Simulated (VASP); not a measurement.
## Al: single point with LDA

The system is Al.

```
Al
1.0
     0.00000    2.02481    2.02481
     2.02481    0.00000    2.02481
     2.02481    2.02481    0.00000
Al
1
Cartesian
  0.0000 0.0000 0.0000
```

```yaml
Program: VASP 6.6.1
Task: single point
Functional: LDA
Potentials_or_basis: VASP PAW LDA potentials, release 64 (Al)
Cutoff: 520 eV
k_mesh: 6 × 6 × 6
Occupations: fermi-dirac, width 0.05 eV
Spin: no spin polarisation
```

- Pressure: -3.2 GPa

Levels at points of the mesh, in eV from the Fermi level:
```tsv
k point	band 1	band 2	band 3	band 4	band 5
(0.00, 0.00, 0.00)	-11.39	12.21	12.21	12.21	13.48
(0.50, 0.00, 0.00)	-4.85	-4.72	10.84	10.84	11.08
(0.50, 0.50, 0.00)	-3.21	-1.94	4.97	5.18	5.18
```

Wall time 2 s on 1 thread of AMD EPYC 7R13 Processor (Zen 3) (shared host), peak memory 0.09 GiB.

Caveat: the k points lie up to 0.45 Å⁻¹ apart.
